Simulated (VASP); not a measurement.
# Na4Se3 (Pm-3m) in VASP: single point with r2SCAN

Aim: the single point of Na4Se3 with r2SCAN.

Program: VASP 6.6.1. These are calculated values, not measurements. Logs are shortened: lines on timing, memory, paths and dates and some standing lists are left out, and cuts for length are marked.

### Step 1. The cell of the first run

The structure is cubic, space group Pm-3m (No. 221). The conventional cell has a = 5.506 Å, b = 5.506 Å, c = 5.506 Å, α = 90.00°, β = 90.00°, γ = 90.00°. Na (site symmetry m-3m) has 6 Se at 2.75 Å within 3.6 Å. Within 3.6 Å of Na (site symmetry 4/mmm) lie 4 Se at 2.75 Å. Se (site symmetry 4/mmm) has 6 Na at 2.75 Å within 3.6 Å.

### Step 2. Single point, r2SCAN

POSCAR

```
Na4Se3
1.0
    5.5064670000      0.0000000000      0.0000000000
    0.0000000000      5.5064670000      0.0000000000
    0.0000000000      0.0000000000      5.5064670000
Na Se
4 3
Direct
    0.0000000000      0.0000000000      0.0000000000
    0.0000000000      0.5000000000      0.5000000000
    0.5000000000      0.0000000000      0.5000000000
    0.5000000000      0.5000000000      0.0000000000
    0.5000000000      0.0000000000      0.0000000000
    0.0000000000      0.5000000000      0.0000000000
    0.0000000000      0.0000000000      0.5000000000
```

INCAR.step1

```
SYSTEM = Na4Se3
  ALGO = Normal
  EDIFF = 1E-4
  ENCUT = 520
  GGA = PE
  ISMEAR = 1
  LASPH = .TRUE.
  LCHARG = .FALSE.
  LREAL = .FALSE.
  LWAVE = .TRUE.
  NBANDS = 32
  NELM = 100
  PREC = Accurate
  SIGMA = 0.1632
```

INCAR.step2

```
SYSTEM = Na4Se3
  ALGO = Normal
  EDIFF = 1E-6
  ENCUT = 520
  ISIF = 2
  ISMEAR = 1
  ISTART = 1
  LASPH = .TRUE.
  LCHARG = .TRUE.
  LELF = .TRUE.
  LMIXTAU = .TRUE.
  LREAL = .FALSE.
  LVHAR = .TRUE.
  LWAVE = .FALSE.
  METAGGA = R2SCAN
  NBANDS = 32
  NELM = 100
  PREC = Accurate
  SIGMA = 0.1632
```

KPOINTS

```
k-points
0
G
  6 6 6
  0 0 0
```

Potentials or basis: VASP PAW PBE potentials, release 64 (Na_pv, Se).

Command:

```
> cat potpaw_PBE.64/Na_pv/POTCAR potpaw_PBE.64/Se/POTCAR > POTCAR
> cp INCAR.step1 INCAR
> mpirun -np 1 vasp_std > vasp.out
> cp INCAR.step2 INCAR
> mpirun -np 1 vasp_std > vasp.out
```

OUTCAR:

```text
SYSTEM = Na4Se3
   EDIFF = 1E-6
   ENCUT = 520
   ISIF = 2
   ISMEAR = 1
   ISTART = 1
   LASPH = .TRUE.
   LREAL = .FALSE.
   METAGGA = R2SCAN
   NELM = 100
   PREC = Accurate

 ion  position               nearest neighbor table
   1  0.000  0.000  0.000-   5 2.75   6 2.75   7 2.75   7 2.75   6 2.75   5 2.75
   2  0.000  0.500  0.500-   6 2.75   7 2.75   6 2.75   7 2.75
   3  0.500  0.000  0.500-   5 2.75   7 2.75   5 2.75   7 2.75
   4  0.500  0.500  0.000-   5 2.75   6 2.75   5 2.75   6 2.75
   5  0.500  0.000  0.000-   1 2.75   3 2.75   4 2.75   3 2.75   4 2.75   1 2.75
   6  0.000  0.500  0.000-   1 2.75   2 2.75   4 2.75   2 2.75   1 2.75   4 2.75
   7  0.000  0.000  0.500-   1 2.75   2 2.75   3 2.75   1 2.75   2 2.75   3 2.75

  LATTYP: Found a simple cubic cell.
 ALAT       =     5.5064670000

  Lattice vectors:

 A1 = (   5.5064670000,   0.0000000000,   0.0000000000)
 A2 = (   0.0000000000,   5.5064670000,   0.0000000000)
 A3 = (   0.0000000000,   0.0000000000,   5.5064670000)

Analysis of symmetry for initial positions (statically):
=====================================================================
 Subroutine PRICEL returns:
 Original cell was already a primitive cell.

 Routine SETGRP: Setting up the symmetry group for a
 simple cubic supercell.

 Subroutine GETGRP returns: Found 48 space group operations
 (whereof 48 operations were pure point group operations)
 out of a pool of 48 trial point group operations.

The static configuration has the point symmetry O_h .

Analysis of symmetry for dynamics (positions and initial velocities):
=====================================================================
 Subroutine PRICEL returns:
 Original cell was already a primitive cell.

 Routine SETGRP: Setting up the symmetry group for a
 simple cubic supercell.

 Subroutine GETGRP returns: Found 48 space group operations
 (whereof 48 operations were pure point group operations)
 out of a pool of 48 trial point group operations.

The dynamic configuration has the point symmetry O_h .

 Subroutine INISYM returns: Found 48 space group operations
 (whereof 48 operations are pure point group operations),
 and found     1 'primitive' translations

----------------------------------------------------------------------------------------

                                     Primitive cell

  volume of cell :     166.9626

  direct lattice vectors                    reciprocal lattice vectors
     5.506467000  0.000000000  0.000000000     0.181604648  0.000000000  0.000000000
     0.000000000  5.506467000  0.000000000     0.000000000  0.181604648  0.000000000
     0.000000000  0.000000000  5.506467000     0.000000000  0.000000000  0.181604648

  length of vectors
     5.506467000  5.506467000  5.506467000     0.181604648  0.181604648  0.181604648

  position of ions in fractional coordinates (direct lattice)
     0.000000000  0.000000000  0.000000000
     0.000000000  0.500000000  0.500000000
     0.500000000  0.000000000  0.500000000
     0.500000000  0.500000000  0.000000000
     0.500000000  0.000000000  0.000000000
     0.000000000  0.500000000  0.000000000
     0.000000000  0.000000000  0.500000000

  ion indices of the primitive-cell ions
   primitive index   ion index
                 1           1
                 2           2
                 3           3
                 4           4
                 5           5
                 6           6
                 7           7

----------------------------------------------------------------------------------------

 KPOINTS: k-points

Automatic generation of k-mesh.
 Grid dimensions read from file:
 generate k-points for:    6    6    6

 Generating k-lattice:

  Cartesian coordinates                     Fractional coordinates (reciprocal lattice)
     0.030267441  0.000000000  0.000000000     0.166666667  0.000000000  0.000000000
     0.000000000  0.030267441  0.000000000     0.000000000  0.166666667  0.000000000
     0.000000000  0.000000000  0.030267441     0.000000000  0.000000000  0.166666667

  Length of vectors
     0.030267441  0.030267441  0.030267441

  Shift w.r.t. Gamma in fractional coordinates (k-lattice)
     0.000000000  0.000000000  0.000000000

 Subroutine IBZKPT returns following result:
 ===========================================

 Found     20 irreducible k-points:

 Following reciprocal coordinates:
            Coordinates               Weight
  0.000000  0.000000  0.000000      1.000000
  0.166667  0.000000  0.000000      6.000000
  0.333333  0.000000  0.000000      6.000000
  0.500000  0.000000  0.000000      3.000000
  0.166667  0.166667  0.000000     12.000000
  0.333333  0.166667  0.000000     24.000000
[... 12 lines left out ...]
  0.500000  0.500000  0.333333      6.000000
  0.500000  0.500000  0.500000      1.000000
   k-points           NKPTS =     20   k-points in BZ     NKDIM =     20   number of bands    NBANDS=     32
   number of dos      NEDOS =    301   number of ions     NIONS =      7
   total plane-waves  NPLWV =  74088
   dimension x,y,z NGX =    42 NGY =   42 NGZ =   42
   dimension x,y,z NGXF=    84 NGYF=   84 NGZF=   84
   ions per type =               4   3
   NGX,Y,Z   is equivalent  to a cutoff of  12.68, 12.68, 12.68 a.u.
   NGXF,Y,Z  is equivalent  to a cutoff of  25.36, 25.36, 25.36 a.u.
 SYSTEM =  Na4Se3
   PREC   = accura    normal or accurate (medium, high low for compatibility)
   ISTART =      1    job   : 0-new  1-cont  2-samecut
   ICHARG =      0    charge: 1-file 2-atom 10-const
   ISPIN  =      1    spin polarized calculation?
   LNONCOLLINEAR =      F non collinear calculations
   LSORBIT =      F    spin-orbit coupling
   LASPH  =      T    aspherical Exc in radial PAW
   ENCUT  =  520.0 eV  38.22 Ry    6.18 a.u.  10.24 10.24 10.24*2*pi/ulx,y,z
   NELM   =    100;   NELMIN=  2; NELMDL=  0     # of ELM steps
   EDIFF  = 0.1E-05   stopping-criterion for ELM
   LREAL  =      F    real-space projection
   EDIFFG = 0.1E-04   stopping-criterion for IOM
   NSW    =      0    number of steps for IOM
   IBRION =     -1    ionic relax: 0-MD 1-quasi-New 2-CG
   NFREE  =      0    steps in history (QN), initial steepest desc. (CG)
   ISIF   =      2    stress and relaxation
   ISYM   =      2    0-nonsym 1-usesym 2-fastsym
   POTIM  = 0.5000    time-step for ionic-motion
   TEBEG  =    0.0;   TEEND  =   0.0 temperature during run
   PSTRESS=    0.0 pullay stress
   NELECT =      46.0000    total number of electrons
   NUPDOWN=      -1.0000    fix difference up-down
   EMIN   =  10.00;   EMAX   =-10.00  energy-range for DOS
   EFERMI =   0.00;   METHOD = LEGACY
   ISMEAR =     1;   SIGMA  =   0.16  broadening in eV -4-tet -1-fermi 0-gaus
   EFERMI_NEDOS =   21; number of points for ismear=-14 and -15
   IALGO  =     38    algorithm
   IMIX   =      4    mixing-type and parameters
     AMIX     =   0.40;   BMIX     =  1.00
     AMIX_MAG =   1.60;   BMIX_MAG =  1.00
  volume/ion in A,a.u.               =      23.85       160.96
  Fermi-wavevector in a.u.,A,eV,Ry     =   1.065257  2.013044 15.439517  1.134772
  Thomas-Fermi vector in A             =   2.200803
   LORBIT       =      0    0 simple, 1 ext, 2 COOP (PROOUT), +10 PAW based schemes
   METAGGA = R2SCAN    functional components
   LHFCALC =     F    Hartree Fock is set to
   AEXX    =    0.0000 exact exchange contribution
   IVDW    =     0    specifies the selected vdW correction
   LEPSILON=     F    determine dielectric tensor
   LRPA    =     F    only Hartree local field effects (RPA)
 non-spin polarized calculation
 Methfessel and Paxton  Order N= 1 SIGMA  =   0.16
  energy-cutoff  :      520.00
  volume of cell :      166.96
 maximum number of plane-waves:      4632
 NGX is ok and might be reduce to    42
   NGX = 21   NGY = 21   NGZ = 21

 number of electron      46.0000043 magnetization

 Free energy of the ion-electron system (eV)
  ---------------------------------------------------
  ext. energy  EPLUGINS =         0.00000000
  ---------------------------------------------------
  free energy    TOTEN  =       -62.06821956 eV

  energy without entropy =      -62.03635713  energy(sigma->0) =      -62.05759875

 E-fermi :   0.7976     XC(G=0):  -8.6341

 val. band max:        0.7970732704   @ k =   0.1667   0.1667   0.0000
 cond. band min:       0.8048273393   @ k =   0.5000   0.3333   0.0000
 fundamental gap:      0.0077540689
 Fermi energy:         0.7975722032

 k-point     1 :       0.0000    0.0000    0.0000
  band No.  band energies     occupation
      1     -22.9070      2.00000
      2     -22.9070      2.00000
      3     -22.9070      2.00000
      4     -22.8108      2.00000
      5     -22.8108      2.00000
      6     -22.8108      2.00000
[... 24 lines left out ...]
     31       7.7501      0.00000
     32       9.2354      0.00000

 k-point     2 :       0.1667    0.0000    0.0000
  band No.  band energies     occupation
      1     -22.9068      2.00000
      2     -22.9068      2.00000
      3     -22.9068      2.00000
      4     -22.8116      2.00000
      5     -22.8107      2.00000
      6     -22.8107      2.00000
[... 24 lines left out ...]
     31       8.1308      0.00000
     32       9.0522      0.00000
[... 593 lines left out ...]
     31       8.9885      0.00000
     32      10.2496      0.00000

 k-point    20 :       0.5000    0.5000    0.5000
  band No.  band energies     occupation
      1     -22.9189      2.00000
      2     -22.8997      2.00000
      3     -22.8997      2.00000
      4     -22.8261      2.00000
      5     -22.8261      2.00000
      6     -22.8261      2.00000
[... 24 lines left out ...]
     31       8.9953      0.00000
     32      10.3543      0.00000

------------------------ aborting loop because EDIFF is reached ----------------------------------------

  FORCE on cell =-STRESS in cart. coord.  units (eV):
  Direction    XX          YY          ZZ          XY          YZ          ZX
  --------------------------------------------------------------------------------------
  -------------------------------------------------------------------------------------
  Total        5.8728712      5.8728712      5.8728712      0.0000000      0.0000000      0.0000000
  in kB       56.3562300     56.3562300     56.3562300      0.0000000      0.0000000      0.0000000
  external PRESSURE =      56.3562300 kB  Pullay stress =       0.0000000 kB

 VOLUME and BASIS-vectors are now :
 -----------------------------------------------------------------------------
  energy-cutoff  :      520.00
  volume of cell :      166.96
      direct lattice vectors                 reciprocal lattice vectors
     5.506467000  0.000000000  0.000000000     0.181604648  0.000000000  0.000000000
     0.000000000  5.506467000  0.000000000     0.000000000  0.181604648  0.000000000
     0.000000000  0.000000000  5.506467000     0.000000000  0.000000000  0.181604648

 POSITION                                       TOTAL-FORCE (eV/Angst)
 -----------------------------------------------------------------------------------
      0.00000      0.00000      0.00000         0.000000      0.000000      0.000000
      0.00000      2.75323      2.75323         0.000000      0.000000      0.000000
      2.75323      0.00000      2.75323         0.000000      0.000000      0.000000
      2.75323      2.75323      0.00000         0.000000      0.000000      0.000000
      2.75323      0.00000      0.00000         0.000000      0.000000      0.000000
      0.00000      2.75323      0.00000         0.000000      0.000000      0.000000
      0.00000      0.00000      2.75323         0.000000      0.000000      0.000000
 -----------------------------------------------------------------------------------
    total drift:                                0.000000      0.000000     -0.000000

  FREE ENERGIE OF THE ION-ELECTRON SYSTEM (eV)
  ---------------------------------------------------
  free  energy   TOTEN  =       -62.0682195565 eV

  energy  without entropy=      -62.0363571270  energy(sigma->0) =      -62.05759875
```

Run time: 9.6 min. Hardware: 1 thread of Intel Xeon 8259CL, shared host; peak memory 0.33 GiB.

What came out:

- Free energy: -62.0682 eV
- Pressure: 5.6 GPa
- Band gap on the k mesh: zero (bands 23 and 24 overlap by 0.28 eV)

Caveat: the cell stands under pressure; the PAW data sets were made with another functional, which shifts forces and pressure a little.
